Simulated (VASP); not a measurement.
Set up this calculation in VASP 6.6.1, as the native input.

| Quantity | Value |
| --- | --- |
| Task | single point |
| Functional | PBE |
| Potentials or basis | VASP PAW PBE potentials, release 64 (Al) |
| Cutoff | 520 eV |
| k mesh | 5 × 5 × 1 |
| Occupations | gaussian, width 0.1 eV |
| Spin | no spin polarisation |
| Dipole correction | yes |
| Further INCAR settings | ALGO = Normal; EDIFF = 1e-07; NBANDS = 30 |

The structure of Al lies in POSCAR:

```
Al
1.0
    5.7135165837      0.0000000000      0.0000000000
    0.0000000000      5.7135165837      0.0000000000
    0.0000000000      0.0000000000     22.1746954317
Al
12
Direct
    0.2500000000      0.2500000000      0.1803857921
    0.2500000000      0.7500000000      0.1803857921
    0.7500000000      0.2500000000      0.1803857921
    0.7500000000      0.7500000000      0.1803857921
    0.0000000000      0.0000000000      0.2744050922
    0.0000000000      0.5000000000      0.2744050922
    0.5000000000      0.0000000000      0.2744050922
    0.5000000000      0.5000000000      0.2744050922
    0.2500000000      0.2500000000      0.3686497277
    0.2500000000      0.7500000000      0.3686497277
    0.7500000000      0.2500000000      0.3686497277
    0.7500000000      0.7500000000      0.3686497277
```

The input as run:

INCAR

```
SYSTEM = Al
PREC = Accurate
ENCUT = 520
EDIFF = 1E-7
ISMEAR = 0
SIGMA = 0.1
LREAL = .False.
LASPH = .True.
NELM = 100
ALGO = Normal
ISIF = 2
LWAVE = .False.
LCHARG = .True.
LDIPOL = .True.
IDIPOL = 3
DIPOL = 0.5 0.5 0.274
GGA = PE
LELF = .True.
LVHAR = .True.
LVACPOTAV = .True.
NBANDS = 30
```

KPOINTS

```
Automatic mesh
0
Gamma
  5 5 1
  0 0 0
```

Potentials or basis: VASP PAW PBE potentials, release 64 (Al).

Command:

```bash
$ cat potpaw_PBE.64/Al/POTCAR > POTCAR
$ mpirun -np 1 vasp_std > vasp.out
```

It gave:

* Largest force: 0.031 eV/Å
* Band gap on the k mesh: zero (band 18 reaches -0.66 eV, above the bottom of band 19 at -1.17 eV)

Wall time 8.7 min on 1 thread of Intel Xeon 6975P-C, on a shared host, peak memory 0.58 GiB.
